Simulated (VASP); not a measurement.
# AlN (Fm-3m) in VASP: notebook

AlN is run at these levels: r2SCAN; tasks: single point.

Program: VASP 6.6.1. These are calculated values, not measurements. Logs are shortened: lines on timing, memory, paths and dates and some standing lists are left out, and cuts for length are marked.

## Step 1: The cell of the first run

Symmetry: Fm-3m, No. 225, cubic system. The conventional cell has a = 4.042 Å, b = 4.042 Å, c = 4.042 Å, α = 90.00°, β = 90.00°, γ = 90.00°. Within 2.7 Å of Al (site symmetry m-3m) lie 6 N at 2.02 Å. Within 2.7 Å of N (site symmetry m-3m) lie 6 Al at 2.02 Å.

## Step 2: Single point, r2SCAN

Contents of POSCAR:

```
AlN
1.0
    0.0000000000      2.0208631053      2.0208631053
    2.0208631053      0.0000000000      2.0208631053
    2.0208631053      2.0208631053      0.0000000000
Al N
1 1
Direct
    0.5000000000      0.5000000000      0.5000000000
    0.0000000000      0.0000000000      0.0000000000
```

Contents of INCAR.step1:

```
SYSTEM = AlN
  ALGO = Normal
  EDIFF = 1E-4
  ENCUT = 520
  GGA = PE
  ISMEAR = -1
  LASPH = .TRUE.
  LCHARG = .FALSE.
  LREAL = .FALSE.
  LWAVE = .TRUE.
  NBANDS = 11
  NELM = 100
  PREC = Accurate
  SIGMA = 0.05
```

Contents of INCAR.step2:

```
SYSTEM = AlN
  ALGO = Normal
  EDIFF = 1E-6
  ENCUT = 520
  ISIF = 2
  ISMEAR = -1
  ISTART = 1
  LASPH = .TRUE.
  LCHARG = .FALSE.
  LMIXTAU = .TRUE.
  LREAL = .FALSE.
  LWAVE = .FALSE.
  METAGGA = R2SCAN
  NBANDS = 11
  NELM = 100
  PREC = Accurate
  SIGMA = 0.05
```

Contents of KPOINTS:

```
k-points
0
G
  11 11 11
  0 0 0
```

Potentials or basis: VASP PAW PBE potentials, release 64 (Al, N).

Launch:

```sh
cat potpaw_PBE.64/Al/POTCAR potpaw_PBE.64/N/POTCAR > POTCAR
cp INCAR.step1 INCAR
mpirun -np 1 vasp_std > vasp.out
cp INCAR.step2 INCAR
mpirun -np 1 vasp_std > vasp.out
```

OUTCAR:

```text
SYSTEM = AlN
   EDIFF = 1E-6
   ENCUT = 520
   ISIF = 2
   ISMEAR = -1
   ISTART = 1
   LASPH = .TRUE.
   LREAL = .FALSE.
   METAGGA = R2SCAN
   NELM = 100
   PREC = Accurate

 ion  position               nearest neighbor table
   1  0.500  0.500  0.500-   2 2.02   2 2.02   2 2.02   2 2.02   2 2.02   2 2.02
   2  0.000  0.000  0.000-   1 2.02   1 2.02   1 2.02   1 2.02   1 2.02   1 2.02

  LATTYP: Found a face centered cubic cell.
 ALAT       =     4.0417262106

  Lattice vectors:

 A1 = (   0.0000000000,   2.0208631053,   2.0208631053)
 A2 = (   2.0208631053,   0.0000000000,   2.0208631053)
 A3 = (   2.0208631053,   2.0208631053,   0.0000000000)

Analysis of symmetry for initial positions (statically):
=====================================================================
 Subroutine PRICEL returns:
 Original cell was already a primitive cell.

 Routine SETGRP: Setting up the symmetry group for a
 face centered cubic supercell.

 Subroutine GETGRP returns: Found 48 space group operations
 (whereof 48 operations were pure point group operations)
 out of a pool of 48 trial point group operations.

The static configuration has the point symmetry O_h .

Analysis of symmetry for dynamics (positions and initial velocities):
=====================================================================
 Subroutine PRICEL returns:
 Original cell was already a primitive cell.

 Routine SETGRP: Setting up the symmetry group for a
 face centered cubic supercell.

 Subroutine GETGRP returns: Found 48 space group operations
 (whereof 48 operations were pure point group operations)
 out of a pool of 48 trial point group operations.

The dynamic configuration has the point symmetry O_h .

 Subroutine INISYM returns: Found 48 space group operations
 (whereof 48 operations are pure point group operations),
 and found     1 'primitive' translations

----------------------------------------------------------------------------------------

                                     Primitive cell

  volume of cell :      16.5060

  direct lattice vectors                    reciprocal lattice vectors
     0.000000000  2.020863105  2.020863105    -0.247419035  0.247419035  0.247419035
     2.020863105  0.000000000  2.020863105     0.247419035 -0.247419035  0.247419035
     2.020863105  2.020863105  0.000000000     0.247419035  0.247419035 -0.247419035

  length of vectors
     2.857932011  2.857932011  2.857932011     0.428542340  0.428542340  0.428542340

  position of ions in fractional coordinates (direct lattice)
     0.500000000  0.500000000  0.500000000
     0.000000000  0.000000000  0.000000000

  ion indices of the primitive-cell ions
   primitive index   ion index
                 1           1
                 2           2

----------------------------------------------------------------------------------------

 KPOINTS: k-points

Automatic generation of k-mesh.
 Grid dimensions read from file:
 generate k-points for:   11   11   11

 Generating k-lattice:

  Cartesian coordinates                     Fractional coordinates (reciprocal lattice)
    -0.022492640  0.022492640  0.022492640     0.090909091  0.000000000  0.000000000
     0.022492640 -0.022492640  0.022492640     0.000000000  0.090909091  0.000000000
     0.022492640  0.022492640 -0.022492640     0.000000000  0.000000000  0.090909091

  Length of vectors
     0.038958395  0.038958395  0.038958395

  Shift w.r.t. Gamma in fractional coordinates (k-lattice)
     0.000000000  0.000000000  0.000000000

 Subroutine IBZKPT returns following result:
 ===========================================

 Found     56 irreducible k-points:

 Following reciprocal coordinates:
            Coordinates               Weight
  0.000000  0.000000  0.000000      1.000000
  0.090909  0.000000  0.000000      8.000000
  0.181818  0.000000  0.000000      8.000000
  0.272727  0.000000  0.000000      8.000000
  0.363636  0.000000  0.000000      8.000000
  0.454545  0.000000  0.000000      8.000000
[... 16 lines left out ...]
 -0.272727  0.181818  0.000000     24.000000
 -0.181818  0.181818  0.000000     12.000000
 [... further k-points ...]
   k-points           NKPTS =     56   k-points in BZ     NKDIM =     56   number of bands    NBANDS=     11
   number of dos      NEDOS =    301   number of ions     NIONS =      2
   total plane-waves  NPLWV =  13824
   dimension x,y,z NGX =    24 NGY =   24 NGZ =   24
   dimension x,y,z NGXF=    48 NGYF=   48 NGZF=   48
   ions per type =               1   1
   NGX,Y,Z   is equivalent  to a cutoff of  13.96, 13.96, 13.96 a.u.
   NGXF,Y,Z  is equivalent  to a cutoff of  27.92, 27.92, 27.92 a.u.
 SYSTEM =  AlN
   PREC   = accura    normal or accurate (medium, high low for compatibility)
   ISTART =      1    job   : 0-new  1-cont  2-samecut
   ICHARG =      0    charge: 1-file 2-atom 10-const
   ISPIN  =      1    spin polarized calculation?
   LNONCOLLINEAR =      F non collinear calculations
   LSORBIT =      F    spin-orbit coupling
   LASPH  =      T    aspherical Exc in radial PAW
   ENCUT  =  520.0 eV  38.22 Ry    6.18 a.u.   5.31  5.31  5.31*2*pi/ulx,y,z
   NELM   =    100;   NELMIN=  2; NELMDL=  0     # of ELM steps
   EDIFF  = 0.1E-05   stopping-criterion for ELM
   LREAL  =      F    real-space projection
   EDIFFG = 0.1E-04   stopping-criterion for IOM
   NSW    =      0    number of steps for IOM
   IBRION =     -1    ionic relax: 0-MD 1-quasi-New 2-CG
   NFREE  =      0    steps in history (QN), initial steepest desc. (CG)
   ISIF   =      2    stress and relaxation
   ISYM   =      2    0-nonsym 1-usesym 2-fastsym
   POTIM  = 0.5000    time-step for ionic-motion
   TEBEG  =    0.0;   TEEND  =   0.0 temperature during run
   PSTRESS=    0.0 pullay stress
   NELECT =       8.0000    total number of electrons
   NUPDOWN=      -1.0000    fix difference up-down
   EMIN   =  10.00;   EMAX   =-10.00  energy-range for DOS
   EFERMI =   0.00;   METHOD = LEGACY
   ISMEAR =    -1;   SIGMA  =   0.05  broadening in eV -4-tet -1-fermi 0-gaus
   EFERMI_NEDOS =   21; number of points for ismear=-14 and -15
   IALGO  =     38    algorithm
   IMIX   =      4    mixing-type and parameters
     AMIX     =   0.40;   BMIX     =  1.00
     AMIX_MAG =   1.60;   BMIX_MAG =  1.00
  volume/ion in A,a.u.               =       8.25        55.69
  Fermi-wavevector in a.u.,A,eV,Ry     =   1.285952  2.430096 22.499564  1.653671
  Thomas-Fermi vector in A             =   2.418055
   LORBIT       =      0    0 simple, 1 ext, 2 COOP (PROOUT), +10 PAW based schemes
   METAGGA = R2SCAN    functional components
   LHFCALC =     F    Hartree Fock is set to
   AEXX    =    0.0000 exact exchange contribution
   IVDW    =     0    specifies the selected vdW correction
   LEPSILON=     F    determine dielectric tensor
   LRPA    =     F    only Hartree local field effects (RPA)
 non-spin polarized calculation
  energy-cutoff  :      520.00
  volume of cell :       16.51
 maximum number of plane-waves:       459
 NGX is ok and might be reduce to    24
   NGX = 11   NGY = 11   NGZ = 11

 number of electron       7.9999999 magnetization

 Free energy of the ion-electron system (eV)
  ---------------------------------------------------
  ext. energy  EPLUGINS =         0.00000000
  ---------------------------------------------------
  free energy    TOTEN  =       -18.89662781 eV

  energy without entropy =      -18.89662781  energy(sigma->0) =      -18.89662781

 E-fermi :  10.7619     XC(G=0): -12.8841

 val. band max:        9.7885345410   @ k =   0.0000   0.0000   0.0000
 cond. band min:      15.4180088639   @ k =   0.4545   0.4545   0.0000
 fundamental gap:      5.6294743229
 Fermi energy:        10.7618707706

 k-point     1 :       0.0000    0.0000    0.0000
  band No.  band energies     occupation
      1      -8.6231      2.00000
      2       9.7885      2.00000
      3       9.7885      2.00000
      4       9.7885      2.00000
      5      16.3227      0.00000
      6      22.7041      0.00000
      7      22.7041      0.00000
      8      22.7041      0.00000
      9      28.3739      0.00000
     10      28.3739      0.00000
     11      28.4958      0.00000

 k-point     2 :       0.0909    0.0000    0.0000
  band No.  band energies     occupation
      1      -8.4501      2.00000
      2       8.9207      2.00000
      3       9.6794      2.00000
      4       9.6794      2.00000
      5      16.8660      0.00000
      6      21.9801      0.00000
      7      22.9793      0.00000
      8      22.9793      0.00000
      9      27.1477      0.00000
     10      27.1477      0.00000
     11      29.5269      0.00000

 k-point     3 :       0.1818    0.0000    0.0000
  band No.  band energies     occupation
      1      -7.9458      2.00000
      2       6.9935      2.00000
      3       9.4041      2.00000
      4       9.4041      2.00000
      5      17.5529      0.00000
      6      21.4480      0.00000
      7      23.3256      0.00000
      8      23.3256      0.00000
      9      26.3480      0.00000
     10      26.3480      0.00000
     11      29.0490      0.00000

 k-point     4 :       0.2727    0.0000    0.0000
  band No.  band energies     occupation
      1      -7.1616      2.00000
      2       4.8048      2.00000
      3       9.0769      2.00000
      4       9.0769      2.00000
      5      17.4040      0.00000
      6      22.2574      0.00000
      7      22.8291      0.00000
      8      22.8291      0.00000
      9      27.3978      0.00000
     10      27.3978      0.00000
     11      28.2338      0.00000
[... 239 lines left out ...]
 k-point    22 :      -0.3636    0.1818    0.0000
  band No.  band energies     occupation
      1      -5.2897      2.00000
      2       2.4285      2.00000
      3       6.3155      2.00000
      4       8.3995      2.00000
      5      18.4237      0.00000
      6      20.3686      0.00000
      7      22.9532      0.00000
      8      23.2971      0.00000
      9      29.4238      0.00000
     10      29.8716      0.00000
     11      31.6068      0.00000

 k-point    23 :      -0.2727    0.1818    0.0000
  band No.  band energies     occupation
      1      -6.0672      2.00000
      2       3.7456      2.00000
      3       6.4871      2.00000
      4       8.7949      2.00000
      5      19.0073      0.00000
      6      20.8376      0.00000
      7      21.9923      0.00000
      8      23.0759      0.00000
      9      26.9694      0.00000
     10      30.5544      0.00000
     11      31.7093      0.00000

 k-point    24 :      -0.1818    0.1818    0.0000
  band No.  band energies     occupation
      1      -6.9080      2.00000
      2       5.1799      2.00000
      3       7.2339      2.00000
      4       9.1860      2.00000
      5      19.1661      0.00000
      6      20.5900      0.00000
      7      22.0518      0.00000
      8      23.5030      0.00000
      9      25.1812      0.00000
     10      29.6403      0.00000
     11      31.5802      0.00000

 [... further k-points ...]
[... 5 lines left out ...]
  --------------------------------------------------------------------------------------
  -------------------------------------------------------------------------------------
  Total       -0.1665819     -0.1665819     -0.1665819     -0.0000000      0.0000000     -0.0000000
  in kB      -16.1695380    -16.1695380    -16.1695380     -0.0000000      0.0000000     -0.0000000
  external PRESSURE =     -16.1695380 kB  Pullay stress =       0.0000000 kB

 VOLUME and BASIS-vectors are now :
 -----------------------------------------------------------------------------
  energy-cutoff  :      520.00
  volume of cell :       16.51
      direct lattice vectors                 reciprocal lattice vectors
     0.000000000  2.020863105  2.020863105    -0.247419035  0.247419035  0.247419035
     2.020863105  0.000000000  2.020863105     0.247419035 -0.247419035  0.247419035
     2.020863105  2.020863105  0.000000000     0.247419035  0.247419035 -0.247419035

 POSITION                                       TOTAL-FORCE (eV/Angst)
 -----------------------------------------------------------------------------------
      2.02086      2.02086      2.02086         0.000000     -0.000000     -0.000000
      0.00000      0.00000      0.00000        -0.000000      0.000000      0.000000
 -----------------------------------------------------------------------------------
    total drift:                                0.000000     -0.000000     -0.000000

  FREE ENERGIE OF THE ION-ELECTRON SYSTEM (eV)
  ---------------------------------------------------
  free  energy   TOTEN  =       -18.8966278123 eV

  energy  without entropy=      -18.8966278123  energy(sigma->0) =      -18.89662781
```

Wall time 49 s (1 thread of AMD EPYC 7R43 (Zen 3), shared host); peak memory 0.1 GiB.

What came out:

- Free energy: -18.8966 eV
- Pressure: -1.6 GPa
- Band gap on the k mesh: 5.63 eV, indirect (least direct gap 6.53 eV)

Caveat: the PAW data sets were made with another functional, which shifts forces and pressure a little.

## Step 3: Single point, r2SCAN

This run uses another cell than the first one, of 8.42 Å³/atom, 1.020 times its volume.

Contents of POSCAR:

```
AlN
1.0
    0.0000000000      2.0345180000      2.0345180000
    2.0345180000      0.0000000000      2.0345180000
    2.0345180000      2.0345180000      0.0000000000
Al N
1 1
Direct
    0.5000000000      0.5000000000      0.5000000000
    0.0000000000      0.0000000000      0.0000000000
```

Contents of INCAR.step1:

```
PREC = Accurate ; ENCUT = 520
ISMEAR = -1 ; SIGMA = 0.05
LREAL = F ; LASPH = T
NELM = 100 ; NBANDS = 11
GGA = PE ; ALGO = Normal
EDIFF = 1E-4 ; LWAVE = T
LCHARG = F
```

Contents of INCAR.step2:

```
PREC = Accurate ; ENCUT = 520
EDIFF = 1E-7 ; ISMEAR = -1
SIGMA = 0.05 ; LREAL = F
LASPH = T ; NELM = 100
ALGO = Normal ; ISIF = 2
LWAVE = F ; LCHARG = F
METAGGA = R2SCAN ; LMIXTAU = T
NBANDS = 11 ; ISTART = 1
```

Contents of KPOINTS:

```
regular mesh
0
Gamma
  11 11 11
```

Potentials or basis: VASP PAW PBE potentials, release 64 (Al, N).

Launch:

```sh
cat potpaw_PBE.64/Al/POTCAR potpaw_PBE.64/N/POTCAR > POTCAR
cp INCAR.step1 INCAR
mpirun -np 1 vasp_std > vasp.out
cp INCAR.step2 INCAR
mpirun -np 1 vasp_std > vasp.out
```

Wall time 65 s (1 thread of AMD EPYC 7R43 (Zen 3), shared host); peak memory 0.11 GiB.

The run converged. Its results:

```yaml
Free_energy: -18.8879 eV
Pressure: -6.9 GPa
Band_gap_on_the_k_mesh: 5.42 eV, indirect (least direct gap 6.23 eV)
```

Levels at points of the mesh, in eV from the valence-band top:
```
           k point  band 2  band 3  band 4  band 5  band 6  band 7
(0.00, 0.00, 0.00)    0.00    0.00    0.00    6.23   12.85   12.85
```

Caveat: the PAW data sets were made with another functional, which shifts forces and pressure a little. A k mesh can miss the band edges.
